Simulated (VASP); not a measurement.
# Au (P6_3/mmc) in VASP: single point with PBE+D3(BJ)

Aim: the single point of Au with PBE+D3(BJ).

All numbers are computed with VASP 6.6.1; they aren't measurements. Logs are shortened: lines on timing, memory, paths and dates and some standing lists are left out, and cuts for length are marked.

## (1) The cell of the first run

It takes space group P6_3/mmc (No. 194, hexagonal). Conventional cell: a = 2.900 Å, b = 2.900 Å, c = 4.880 Å, α = 90.00°, β = 90.00°, γ = 120.00°. Within 3.8 Å of Au (site symmetry -6m2) lie 12 Au at 2.90 to 2.96 Å.

## (2) Single point, PBE+D3(BJ)

File INCAR:

```
SYSTEM = Au
PREC = Accurate
ENCUT = 500
EDIFF = 1E-6
ISMEAR = 0
SIGMA = 0.1
LREAL = .False.
LASPH = .True.
NELM = 120
ALGO = Normal
ISIF = 2
LWAVE = .False.
LCHARG = .False.
GGA = PE
IVDW = 12
NBANDS = 18
GGA_COMPAT = .False.
```

File KPOINTS:

```
regular mesh
0
Gamma
  6 6 4
  0 0 0
```

File POSCAR:

```
Au
1.0
    2.8999984104      0.0000000000      0.0000000000
   -1.4499992052      2.5114722944      0.0000000000
    0.0000000000      0.0000000000      4.8800000000
Au
2
Direct
    0.3333333333      0.6666666667      0.7500000000
    0.6666666667      0.3333333333      0.2500000000
```

Potentials or basis: VASP PAW PBE potentials, release 64 (Au).

Command:

```bash
$ cat potpaw_PBE.64/Au/POTCAR > POTCAR
$ mpirun -np 1 vasp_std > vasp.out
```

OUTCAR:

```text
SYSTEM = Au
   PREC = Accurate
   ENCUT = 500
   EDIFF = 1E-6
   ISMEAR = 0
   LREAL = .False.
   LASPH = .True.
   NELM = 120
   ISIF = 2
   GGA = PE
   IVDW = 12
 IVDW          = 12

 ion  position               nearest neighbor table
   1  0.333  0.667  0.750-   2 2.96   2 2.96   2 2.96   2 2.96   2 2.96   2 2.96
   2  0.667  0.333  0.250-   1 2.96   1 2.96   1 2.96   1 2.96   1 2.96   1 2.96

  LATTYP: Found a hexagonal cell.
 ALAT       =     2.8999984104
 C/A-ratio  =     1.6827595431

  Lattice vectors:

 A1 = (   2.8999984104,   0.0000000000,   0.0000000000)
 A2 = (  -1.4499992052,   2.5114722944,   0.0000000000)
 A3 = (   0.0000000000,   0.0000000000,   4.8800000000)

Analysis of symmetry for initial positions (statically):
=====================================================================
 Subroutine PRICEL returns:
 Original cell was already a primitive cell.

 Routine SETGRP: Setting up the symmetry group for a
 hexagonal supercell.

 Subroutine GETGRP returns: Found 24 space group operations
 (whereof 12 operations were pure point group operations)
 out of a pool of 24 trial point group operations.

The static configuration has the point symmetry D_3d.
 The point group associated with its full space group is D_6h.

Analysis of symmetry for dynamics (positions and initial velocities):
=====================================================================
 Subroutine PRICEL returns:
 Original cell was already a primitive cell.

 Routine SETGRP: Setting up the symmetry group for a
 hexagonal supercell.

 Subroutine GETGRP returns: Found 24 space group operations
 (whereof 12 operations were pure point group operations)
 out of a pool of 24 trial point group operations.

The dynamic configuration has the point symmetry D_3d.
 The point group associated with its full space group is D_6h.

 Subroutine INISYM returns: Found 24 space group operations
 (whereof 12 operations are pure point group operations),
 and found     1 'primitive' translations

----------------------------------------------------------------------------------------

                                     Primitive cell

  volume of cell :      35.5423

  direct lattice vectors                    reciprocal lattice vectors
     2.899998410  0.000000000  0.000000000     0.344827775  0.199086409  0.000000000
    -1.449999205  2.511472294  0.000000000     0.000000000  0.398172818  0.000000000
     0.000000000  0.000000000  4.880000000     0.000000000  0.000000000  0.204918033

  length of vectors
     2.899998410  2.899998410  4.880000000     0.398172818  0.398172818  0.204918033

  position of ions in fractional coordinates (direct lattice)
     0.333333333  0.666666667  0.750000000
     0.666666667  0.333333333  0.250000000

  ion indices of the primitive-cell ions
   primitive index   ion index
                 1           1
                 2           2

----------------------------------------------------------------------------------------

 KPOINTS: regular mesh

Automatic generation of k-mesh.
 Grid dimensions read from file:
 generate k-points for:    6    6    4

 Generating k-lattice:

  Cartesian coordinates                     Fractional coordinates (reciprocal lattice)
     0.057471296  0.033181068  0.000000000     0.166666667  0.000000000  0.000000000
     0.000000000  0.066362136  0.000000000     0.000000000  0.166666667  0.000000000
     0.000000000  0.000000000  0.051229508     0.000000000  0.000000000  0.250000000

  Length of vectors
     0.066362136  0.066362136  0.051229508

  Shift w.r.t. Gamma in fractional coordinates (k-lattice)
     0.000000000  0.000000000  0.000000000

 Subroutine IBZKPT returns following result:
 ===========================================

 Found     21 irreducible k-points:

 Following reciprocal coordinates:
            Coordinates               Weight
  0.000000  0.000000  0.000000      1.000000
  0.166667  0.000000  0.000000      6.000000
  0.333333  0.000000  0.000000      6.000000
  0.500000  0.000000  0.000000      3.000000
  0.166667  0.166667  0.000000      6.000000
  0.333333  0.166667  0.000000     12.000000
[... 13 lines left out ...]
  0.333333  0.166667  0.500000     12.000000
  0.333333  0.333333  0.500000      2.000000
   k-points           NKPTS =     21   k-points in BZ     NKDIM =     21   number of bands    NBANDS=     18
   number of dos      NEDOS =    301   number of ions     NIONS =      2
   total plane-waves  NPLWV =  20736
   dimension x,y,z NGX =    24 NGY =   24 NGZ =   36
   dimension x,y,z NGXF=    48 NGYF=   48 NGZF=   72
   ions per type =               2
   NGX,Y,Z   is equivalent  to a cutoff of  13.76, 13.76, 12.26 a.u.
   NGXF,Y,Z  is equivalent  to a cutoff of  27.52, 27.52, 24.53 a.u.
 SYSTEM =  Au
   PREC   = accura    normal or accurate (medium, high low for compatibility)
   ISTART =      0    job   : 0-new  1-cont  2-samecut
   ICHARG =      2    charge: 1-file 2-atom 10-const
   ISPIN  =      1    spin polarized calculation?
   LNONCOLLINEAR =      F non collinear calculations
   LSORBIT =      F    spin-orbit coupling
   LASPH  =      T    aspherical Exc in radial PAW
   ENCUT  =  500.0 eV  36.75 Ry    6.06 a.u.   5.29  5.29  8.90*2*pi/ulx,y,z
   NELM   =    120;   NELMIN=  2; NELMDL= -5     # of ELM steps
   EDIFF  = 0.1E-05   stopping-criterion for ELM
   LREAL  =      F    real-space projection
   EDIFFG = 0.1E-04   stopping-criterion for IOM
   NSW    =      0    number of steps for IOM
   IBRION =     -1    ionic relax: 0-MD 1-quasi-New 2-CG
   NFREE  =      0    steps in history (QN), initial steepest desc. (CG)
   ISIF   =      2    stress and relaxation
   ISYM   =      2    0-nonsym 1-usesym 2-fastsym
   POTIM  = 0.5000    time-step for ionic-motion
   TEBEG  =    0.0;   TEEND  =   0.0 temperature during run
   PSTRESS=    0.0 pullay stress
   NELECT =      22.0000    total number of electrons
   NUPDOWN=      -1.0000    fix difference up-down
   EMIN   =  10.00;   EMAX   =-10.00  energy-range for DOS
   EFERMI =   0.00;   METHOD = LEGACY
   ISMEAR =     0;   SIGMA  =   0.10  broadening in eV -4-tet -1-fermi 0-gaus
   EFERMI_NEDOS =   21; number of points for ismear=-14 and -15
   IALGO  =     38    algorithm
   IMIX   =      4    mixing-type and parameters
     AMIX     =   0.40;   BMIX     =  1.00
     AMIX_MAG =   1.60;   BMIX_MAG =  1.00
  volume/ion in A,a.u.               =      17.77       119.93
  Fermi-wavevector in a.u.,A,eV,Ry     =   1.395191  2.636529 26.484537  1.946559
  Thomas-Fermi vector in A             =   2.518667
   LORBIT       =      0    0 simple, 1 ext, 2 COOP (PROOUT), +10 PAW based schemes
   GGA     = PE    functional components
   LHFCALC =     F    Hartree Fock is set to
   AEXX    =    0.0000 exact exchange contribution
   IVDW    =    12    specifies the selected vdW correction
   LEPSILON=     F    determine dielectric tensor
   LRPA    =     F    only Hartree local field effects (RPA)
 non-spin polarized calculation
 Gauss-broadening in eV      SIGMA  =   0.10
  energy-cutoff  :      500.00
  volume of cell :       35.54
 maximum number of plane-waves:       916
 NGX is ok and might be reduce to    24
   NGX = 11   NGY = 11   NGZ = 17

 number of electron      22.0000001 magnetization

 Free energy of the ion-electron system (eV)
  ---------------------------------------------------
  ext. energy  EPLUGINS =         0.00000000
  ---------------------------------------------------
  free energy    TOTEN  =        -6.33653884 eV

  energy without entropy =       -6.32739875  energy(sigma->0) =       -6.33196879

 E-fermi :   8.8536     XC(G=0): -12.4643

 val. band max:        8.8533139408   @ k =   0.5000   0.0000   0.2500
 cond. band min:       9.1659214314   @ k =   0.5000   0.0000   0.0000
 fundamental gap:      0.3126074906
 Fermi energy:         8.8535857867

 k-point     1 :       0.0000    0.0000    0.0000
  band No.  band energies     occupation
      1      -0.6298      2.00000
      2       1.7665      2.00000
      3       4.1355      2.00000
      4       4.4371      2.00000
      5       4.4371      2.00000
      6       4.7243      2.00000
[... 10 lines left out ...]
     17      26.9030      0.00000
     18      26.9030      0.00000

 k-point     2 :       0.1667    0.0000    0.0000
  band No.  band energies     occupation
      1       0.1864      2.00000
      2       2.3729      2.00000
      3       3.9119      2.00000
      4       4.4138      2.00000
      5       4.5914      2.00000
      6       4.7973      2.00000
[... 10 lines left out ...]
     17      25.3147      0.00000
     18      26.0060      0.00000

 k-point     3 :       0.3333    0.0000    0.0000
  band No.  band energies     occupation
      1       1.8488      2.00000
      2       2.5742      2.00000
      3       3.2657      2.00000
      4       4.2812      2.00000
      5       4.5590      2.00000
      6       4.6345      2.00000
[... 10 lines left out ...]
     17      22.3646      0.00000
     18      24.6559      0.00000

 k-point     4 :       0.5000    0.0000    0.0000
  band No.  band energies     occupation
      1       2.2858      2.00000
      2       2.3143      2.00000
      3       2.7880      2.00000
      4       4.4425      2.00000
      5       4.5855      2.00000
      6       4.8455      2.00000
[... 312 lines left out ...]
      4       3.6643      2.00000
      5       4.0631      2.00000
      6       4.0631      2.00000
[... 10 lines left out ...]
     17      21.8413      0.00000
     18      21.8413      0.00000

 k-point    20 :       0.3333    0.1667    0.5000
  band No.  band energies     occupation
      1       2.6290      2.00000
      2       2.6290      2.00000
      3       3.5145      2.00000
      4       3.5145      2.00000
      5       4.8258      2.00000
      6       4.8258      2.00000
[... 10 lines left out ...]
     17      22.4504      0.00000
     18      22.4504      0.00000

 k-point    21 :       0.3333    0.3333    0.5000
  band No.  band energies     occupation
      1       3.1361      2.00000
      2       3.1361      2.00000
      3       3.7479      2.00000
      4       3.7479      2.00000
      5       4.4108      2.00000
      6       4.4108      2.00000
[... 10 lines left out ...]
     17      24.3808      0.00000
     18      24.3808      0.00000

------------------------ aborting loop because EDIFF is reached ----------------------------------------

 Edisp (eV)   -1.27430

 E8    (eV) :    -0.5724

  FORCE on cell =-STRESS in cart. coord.  units (eV):
  Direction    XX          YY          ZZ          XY          YZ          ZX
  --------------------------------------------------------------------------------------
  -------------------------------------------------------------------------------------
  Total      -0.26826    -0.26826    -1.75801     0.00000    -0.00000    -0.00000
  in kB     -12.09258   -12.09258   -79.24764     0.00000    -0.00000    -0.00000
  external pressure =      -34.48 kB  Pullay stress =        0.00 kB

 VOLUME and BASIS-vectors are now :
 -----------------------------------------------------------------------------
  energy-cutoff  :      500.00
  volume of cell :       35.54
      direct lattice vectors                 reciprocal lattice vectors
     2.899998410  0.000000000  0.000000000     0.344827775  0.199086409  0.000000000
    -1.449999205  2.511472294  0.000000000     0.000000000  0.398172818  0.000000000
     0.000000000  0.000000000  4.880000000     0.000000000  0.000000000  0.204918033

 POSITION                                       TOTAL-FORCE (eV/Angst)
 -----------------------------------------------------------------------------------
     -0.00000      1.67431      3.66000        -0.000000      0.000000      0.000000
      1.45000      0.83716      1.22000         0.000000     -0.000000      0.000000
 -----------------------------------------------------------------------------------
    total drift:                               -0.000000      0.000000     -0.000000

  FREE ENERGIE OF THE ION-ELECTRON SYSTEM (eV)
  ---------------------------------------------------
  free  energy   TOTEN  =        -7.6108398919 eV

  energy  without entropy=       -7.6016997955  energy(sigma->0) =       -7.60626984
```

Run time: 9.7 s. Hardware: 1 thread of Intel Xeon Platinum 8259CL at 2.50GHz (Skylake/Cascade Lake), shared host; peak memory 0.16 GiB.

Results:

* Free energy: -7.6108 eV
* Pressure: -3.4 GPa
* Band gap on the k mesh: zero (band 11 reaches 12.88 eV, above the bottom of band 12 at 6.20 eV)
* Dispersion energy per atom: -0.637 eV

Caveat: the k points lie up to 0.42 Å⁻¹ apart; spin-orbit coupling is left out, which moves the levels of the heavy elements; pairwise dispersion overbinds metals, which lowers pressure and volume.
